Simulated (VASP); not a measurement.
# Zn (Fm-3m) in VASP: further runs

Zn is run at these levels: PBE; tasks: single point.

All numbers are computed with VASP 6.6.1; they aren't measurements. Logs are shortened: lines on timing, memory, paths and dates and some standing lists are left out, and cuts for length are marked.

## (1) The cell of the first run

Symmetry: Fm-3m, No. 225, cubic system. Conventional cell: a = 3.905 Å, b = 3.905 Å, c = 3.905 Å, α = 90.00°, β = 90.00°, γ = 90.00°. Zn (site symmetry m-3m) has 12 Zn at 2.76 Å within 3.6 Å.

## (2) Single point, PBE

INCAR reads:

```
SYSTEM = Zn
  ALGO = Normal
  EDIFF = 1E-7
  ENCUT = 520
  GGA = PE
  ISIF = 2
  ISMEAR = 1
  LASPH = .True.
  LCHARG = .True.
  LELF = .True.
  LREAL = .False.
  LVHAR = .True.
  LWAVE = .False.
  NBANDS = 12
  NELM = 80
  PREC = Accurate
  SIGMA = 0.05
```

KPOINTS reads:

```
k-points
0
Gamma
  9 9 9
  0 0 0
```

POSCAR reads:

```
Zn
1.0
    0.0000000000      1.9526311248      1.9526311248
    1.9526311248      0.0000000000      1.9526311248
    1.9526311248      1.9526311248      0.0000000000
Zn
1
Direct
    0.0000000000      0.0000000000      0.0000000000
```

Potentials or basis: VASP PAW PBE potentials, release 64 (Zn).

Launch:

```bash
$ cat potpaw_PBE.64/Zn/POTCAR > POTCAR
$ mpirun -np 1 vasp_std > vasp.out
```

OUTCAR:

```text
SYSTEM = Zn
   EDIFF = 1E-7
   ENCUT = 520
   GGA = PE
   ISIF = 2
   ISMEAR = 1
   LASPH = .True.
   LREAL = .False.
   NELM = 80
   PREC = Accurate

 ion  position               nearest neighbor table
   1  0.000  0.000  0.000-

  LATTYP: Found a face centered cubic cell.
 ALAT       =     3.9052622496

  Lattice vectors:

 A1 = (   0.0000000000,   1.9526311248,   1.9526311248)
 A2 = (   1.9526311248,   0.0000000000,   1.9526311248)
 A3 = (   1.9526311248,   1.9526311248,   0.0000000000)

Analysis of symmetry for initial positions (statically):
=====================================================================
 Subroutine PRICEL returns:
 Original cell was already a primitive cell.

 Routine SETGRP: Setting up the symmetry group for a
 face centered cubic supercell.

 Subroutine GETGRP returns: Found 48 space group operations
 (whereof 48 operations were pure point group operations)
 out of a pool of 48 trial point group operations.

The static configuration has the point symmetry O_h .

Analysis of symmetry for dynamics (positions and initial velocities):
=====================================================================
 Subroutine PRICEL returns:
 Original cell was already a primitive cell.

 Routine SETGRP: Setting up the symmetry group for a
 face centered cubic supercell.

 Subroutine GETGRP returns: Found 48 space group operations
 (whereof 48 operations were pure point group operations)
 out of a pool of 48 trial point group operations.

The dynamic configuration has the point symmetry O_h .

 Subroutine INISYM returns: Found 48 space group operations
 (whereof 48 operations are pure point group operations),
 and found     1 'primitive' translations

----------------------------------------------------------------------------------------

                                     Primitive cell

  volume of cell :      14.8899

  direct lattice vectors                    reciprocal lattice vectors
     0.000000000  1.952631125  1.952631125    -0.256064750  0.256064750  0.256064750
     1.952631125  0.000000000  1.952631125     0.256064750 -0.256064750  0.256064750
     1.952631125  1.952631125  0.000000000     0.256064750  0.256064750 -0.256064750

  length of vectors
     2.761437419  2.761437419  2.761437419     0.443517156  0.443517156  0.443517156

  position of ions in fractional coordinates (direct lattice)
     0.000000000  0.000000000  0.000000000

  ion indices of the primitive-cell ions
   primitive index   ion index
                 1           1

----------------------------------------------------------------------------------------

 KPOINTS: k-points

Automatic generation of k-mesh.
 Grid dimensions read from file:
 generate k-points for:    9    9    9

 Generating k-lattice:

  Cartesian coordinates                     Fractional coordinates (reciprocal lattice)
    -0.028451639  0.028451639  0.028451639     0.111111111  0.000000000  0.000000000
     0.028451639 -0.028451639  0.028451639     0.000000000  0.111111111  0.000000000
     0.028451639  0.028451639 -0.028451639     0.000000000  0.000000000  0.111111111

  Length of vectors
     0.049279684  0.049279684  0.049279684

  Shift w.r.t. Gamma in fractional coordinates (k-lattice)
     0.000000000  0.000000000  0.000000000

 Subroutine IBZKPT returns following result:
 ===========================================

 Found     35 irreducible k-points:

 Following reciprocal coordinates:
            Coordinates               Weight
  0.000000  0.000000  0.000000      1.000000
  0.111111  0.000000  0.000000      8.000000
  0.222222  0.000000  0.000000      8.000000
  0.333333  0.000000  0.000000      8.000000
  0.444444  0.000000  0.000000      8.000000
  0.111111  0.111111  0.000000      6.000000
[... 16 lines left out ...]
 -0.333333  0.333333  0.000000     12.000000
  0.444444  0.444444  0.000000      6.000000
 [... further k-points ...]
   k-points           NKPTS =     35   k-points in BZ     NKDIM =     35   number of bands    NBANDS=     12
   number of dos      NEDOS =    301   number of ions     NIONS =      1
   total plane-waves  NPLWV =  13824
   dimension x,y,z NGX =    24 NGY =   24 NGZ =   24
   dimension x,y,z NGXF=    48 NGYF=   48 NGZF=   48
   ions per type =               1
   NGX,Y,Z   is equivalent  to a cutoff of  14.45, 14.45, 14.45 a.u.
   NGXF,Y,Z  is equivalent  to a cutoff of  28.90, 28.90, 28.90 a.u.
 SYSTEM =  Zn
   PREC   = accura    normal or accurate (medium, high low for compatibility)
   ISTART =      0    job   : 0-new  1-cont  2-samecut
   ICHARG =      2    charge: 1-file 2-atom 10-const
   ISPIN  =      1    spin polarized calculation?
   LNONCOLLINEAR =      F non collinear calculations
   LSORBIT =      F    spin-orbit coupling
   LASPH  =      T    aspherical Exc in radial PAW
   ENCUT  =  520.0 eV  38.22 Ry    6.18 a.u.   5.13  5.13  5.13*2*pi/ulx,y,z
   NELM   =     80;   NELMIN=  2; NELMDL= -5     # of ELM steps
   EDIFF  = 0.1E-06   stopping-criterion for ELM
   LREAL  =      F    real-space projection
   EDIFFG = 0.1E-05   stopping-criterion for IOM
   NSW    =      0    number of steps for IOM
   IBRION =     -1    ionic relax: 0-MD 1-quasi-New 2-CG
   NFREE  =      0    steps in history (QN), initial steepest desc. (CG)
   ISIF   =      2    stress and relaxation
   ISYM   =      2    0-nonsym 1-usesym 2-fastsym
   POTIM  = 0.5000    time-step for ionic-motion
   TEBEG  =    0.0;   TEEND  =   0.0 temperature during run
   PSTRESS=    0.0 pullay stress
   NELECT =      12.0000    total number of electrons
   NUPDOWN=      -1.0000    fix difference up-down
   EMIN   =  10.00;   EMAX   =-10.00  energy-range for DOS
   EFERMI =   0.00;   METHOD = LEGACY
   ISMEAR =     1;   SIGMA  =   0.05  broadening in eV -4-tet -1-fermi 0-gaus
   EFERMI_NEDOS =   21; number of points for ismear=-14 and -15
   IALGO  =     38    algorithm
   IMIX   =      4    mixing-type and parameters
     AMIX     =   0.40;   BMIX     =  1.00
     AMIX_MAG =   1.60;   BMIX_MAG =  1.00
  volume/ion in A,a.u.               =      14.89       100.48
  Fermi-wavevector in a.u.,A,eV,Ry     =   1.523486  2.878970 31.579239  2.321009
  Thomas-Fermi vector in A             =   2.631922
   LORBIT       =      0    0 simple, 1 ext, 2 COOP (PROOUT), +10 PAW based schemes
   GGA     = PE    functional components
   LHFCALC =     F    Hartree Fock is set to
   AEXX    =    0.0000 exact exchange contribution
   IVDW    =     0    specifies the selected vdW correction
   LEPSILON=     F    determine dielectric tensor
   LRPA    =     F    only Hartree local field effects (RPA)
 non-spin polarized calculation
 Methfessel and Paxton  Order N= 1 SIGMA  =   0.05
  energy-cutoff  :      520.00
  volume of cell :       14.89
 maximum number of plane-waves:       412
 NGX is ok and might be reduce to    24
   NGX = 11   NGY = 11   NGZ = 11

 number of electron      12.0000009 magnetization

 Free energy of the ion-electron system (eV)
  ---------------------------------------------------
  ext. energy  EPLUGINS =         0.00000000
  ---------------------------------------------------
  free energy    TOTEN  =        -1.07117700 eV

  energy without entropy =       -1.07078017  energy(sigma->0) =       -1.07104472

 E-fermi :   3.0930     XC(G=0): -11.6748

 val. band max:        3.0823210828   @ k =  -0.4444   0.2222   0.0000
 cond. band min:       3.3911392312   @ k =  -0.3333   0.4444   0.2222
 fundamental gap:      0.3088181484
 Fermi energy:         3.0930262400

 k-point     1 :       0.0000    0.0000    0.0000
  band No.  band energies     occupation
      1      -7.2868      2.00000
      2      -4.4518      2.00000
      3      -4.4518      2.00000
      4      -4.4518      2.00000
      5      -4.0584      2.00000
      6      -4.0584      2.00000
      7      21.7483      0.00000
      8      21.7484      0.00000
      9      21.7484      0.00000
     10      22.2506      0.00000
     11      24.4996      0.00000
     12      24.4996      0.00000

 k-point     2 :       0.1111    0.0000    0.0000
  band No.  band energies     occupation
      1      -6.9128      2.00000
      2      -4.4789      2.00000
      3      -4.4120      2.00000
      4      -4.4120      2.00000
      5      -4.0676      2.00000
      6      -4.0676      2.00000
      7      17.2143      0.00000
      8      20.8025      0.00000
      9      20.8025      0.00000
     10      21.9837      0.00000
     11      26.0835      0.00000
     12      26.0835      0.00000

 k-point     3 :       0.2222    0.0000    0.0000
  band No.  band energies     occupation
      1      -5.9119      2.00000
      2      -4.4180      2.00000
      3      -4.3665      2.00000
      4      -4.3665      2.00000
      5      -4.0320      2.00000
      6      -4.0320      2.00000
      7      11.8797      0.00000
      8      19.6680      0.00000
      9      19.6680      0.00000
     10      21.6291      0.00000
     11      25.9766      0.00000
     12      25.9766      0.00000
[... 286 lines left out ...]
 k-point    23 :      -0.3333    0.3333    0.0000
  band No.  band energies     occupation
      1      -4.8489      2.00000
      2      -4.5970      2.00000
      3      -4.3432      2.00000
      4      -4.0600      2.00000
      5      -3.8595      2.00000
      6       2.4882      2.00000
      7       5.1911      0.00000
      8       6.6611      0.00000
      9      14.4454      0.00000
     10      17.5317      0.00000
     11      29.1493      0.00000
     12      31.5625      0.00000

 k-point    24 :       0.4444    0.4444    0.0000
  band No.  band energies     occupation
      1      -5.1478      2.00000
      2      -5.0665      2.00000
      3      -3.7882      2.00000
      4      -3.7190      2.00000
      5      -3.7190      2.00000
      6       1.0285      2.00000
      7       6.4004      0.00000
      8      11.9034      0.00000
      9      11.9034      0.00000
     10      15.5046      0.00000
     11      16.7336      0.00000
     12      39.2944      0.00000

 [... further k-points ...]

------------------------ aborting loop because EDIFF is reached ----------------------------------------

  FORCE on cell =-STRESS in cart. coord.  units (eV):
  Direction    XX          YY          ZZ          XY          YZ          ZX
  --------------------------------------------------------------------------------------
  -------------------------------------------------------------------------------------
  Total        0.1694570      0.1694570      0.1694570     -0.0000000     -0.0000000      0.0000000
  in kB       18.2338944     18.2338944     18.2338944     -0.0000000     -0.0000000      0.0000000
  external PRESSURE =      18.2338944 kB  Pullay stress =       0.0000000 kB

 VOLUME and BASIS-vectors are now :
 -----------------------------------------------------------------------------
  energy-cutoff  :      520.00
  volume of cell :       14.89
      direct lattice vectors                 reciprocal lattice vectors
     0.000000000  1.952631125  1.952631125    -0.256064750  0.256064750  0.256064750
     1.952631125  0.000000000  1.952631125     0.256064750 -0.256064750  0.256064750
     1.952631125  1.952631125  0.000000000     0.256064750  0.256064750 -0.256064750

 POSITION                                       TOTAL-FORCE (eV/Angst)
 -----------------------------------------------------------------------------------
      0.00000      0.00000      0.00000         0.000000     -0.000000      0.000000
 -----------------------------------------------------------------------------------
    total drift:                                0.000000      0.000000     -0.000000

  FREE ENERGIE OF THE ION-ELECTRON SYSTEM (eV)
  ---------------------------------------------------
  free  energy   TOTEN  =        -1.0711770011 eV

  energy  without entropy=       -1.0707801688  energy(sigma->0) =       -1.07104472
```

It took 7.2 s on 1 thread of Intel Xeon 6975P-C, shared host; peak memory 0.13 GiB.

What came out:

```yaml
Free_energy: -1.0712 eV
Pressure: 1.8 GPa
Band_gap_on_the_k_mesh: zero (band 6 reaches 3.93 eV, above the bottom of band 7 at 2.29 eV)
```

## (3) Single point, PBE

This run uses another cell than the first one, of 15.19 Å³/atom, 1.020 times its volume.

INCAR reads:

```
PREC     = Accurate       # precision mode
ENCUT    = 520            # plane-wave cutoff, eV
EDIFF    = 1E-6           # SCF threshold, eV
ISMEAR   = 1              # smearing method
SIGMA    = 0.05           # smearing width, eV
LREAL    = F              # projectors in reciprocal space
LASPH    = T              # aspherical terms in the spheres
NELM     = 80             # most SCF steps
ALGO     = Normal         # electronic algorithm
ISIF     = 2              # what is computed and relaxed
LWAVE    = F              # write WAVECAR
LCHARG   = T              # write CHGCAR
GGA      = PE             # functional
LELF     = T              # ELF
LVHAR    = T            
NBANDS   = 12             # bands
```

KPOINTS reads:

```
regular mesh
0
Gamma
  9 9 9
```

POSCAR reads:

```
Zn
1.0
    0.0000000000      1.9658249786      1.9658249786
    1.9658249786      0.0000000000      1.9658249786
    1.9658249786      1.9658249786      0.0000000000
Zn
1
Direct
    0.0000000000      0.0000000000      0.0000000000
```

Potentials or basis: VASP PAW PBE potentials, release 64 (Zn).

Launch:

```bash
$ cat potpaw_PBE.64/Zn/POTCAR > POTCAR
$ mpirun -np 1 vasp_std > vasp.out
```

Run time: 6.9 s. Hardware: 1 thread of Intel Xeon 6975P-C, shared host; peak memory 0.13 GiB.

It converged, with:

* Free energy: -1.0732 eV
* Pressure: 0.4 GPa
* Band gap on the k mesh: zero (band 6 reaches 3.80 eV, above the bottom of band 7 at 2.12 eV)

Levels at points of the mesh, in eV from the Fermi level:
| k point | band 4 | band 5 | band 6 | band 7 | band 8 | band 9 |
| --- | --- | --- | --- | --- | --- | --- |
| (0.00, 0.00, 0.00) | -7.47 | -7.09 | -7.09 | 18.39 | 18.39 | 18.39 |

## (4) Single point, PBE

This run uses another cell than the first one, of 15.50 Å³/atom, 1.041 times its volume.

INCAR reads:

```
SYSTEM = Zn
PREC = Accurate ; ENCUT = 520
EDIFF = 1E-6 ; ISMEAR = 1
SIGMA = 0.05 ; LREAL = .False.
LASPH = .True. ; NELM = 100
ALGO = Normal ; ISIF = 2
LWAVE = .False. ; LCHARG = .False.
GGA = PE ; NBANDS = 12
```

KPOINTS reads:

```
Automatic mesh
0
Gamma
  9 9 9
  0 0 0
```

POSCAR reads:

```
Zn
1.0
    0.0000000000      1.9788440664      1.9788440664
    1.9788440664      0.0000000000      1.9788440664
    1.9788440664      1.9788440664      0.0000000000
Zn
1
Direct
    0.0000000000      0.0000000000      0.0000000000
```

Launch:

```bash
$ cat potpaw_PBE.64/Zn/POTCAR > POTCAR
$ mpirun -np 1 vasp_std > vasp.out
```

Wall time 7.3 s (1 thread of Intel Xeon 6975P-C, shared host); peak memory 0.14 GiB.

It converged, with:

```
Free energy            : -1.0725 eV
Pressure               : -0.9 GPa
Band gap on the k mesh : zero (band 6 reaches 3.68 eV, above the bottom of band 7 at 1.96 eV)
```

Levels at points of the mesh, in eV from the Fermi level:
```csv
k point,band 3,band 4,band 5,band 6,band 7,band 8,band 9,band 10
"(0.00, 0.00, 0.00)",-7.40,-7.40,-7.04,-7.04,18.13,18.13,18.13,18.89
```

## (5) The runs side by side

| cell | gap on the mesh (eV) | pressure (GPa) |
| --- | --- | --- |
| a = 2.761 Å, angles 60.0°, 1 atom | none | 1.8 |
| a = 2.780 Å, angles 60.0°, 1 atom | none | 0.4 |
| a = 2.799 Å, angles 60.0°, 1 atom | none | -0.9 |

Alike in all rows: task single point; level PBE; potentials or basis VASP PAW PBE potentials, release 64 (Zn); no spin polarisation; k mesh 9 × 9 × 9; cutoff (eV) 520; smearing methfessel-paxton 0.05 eV.

Absolute energies hang on the potentials; compare differences alone.
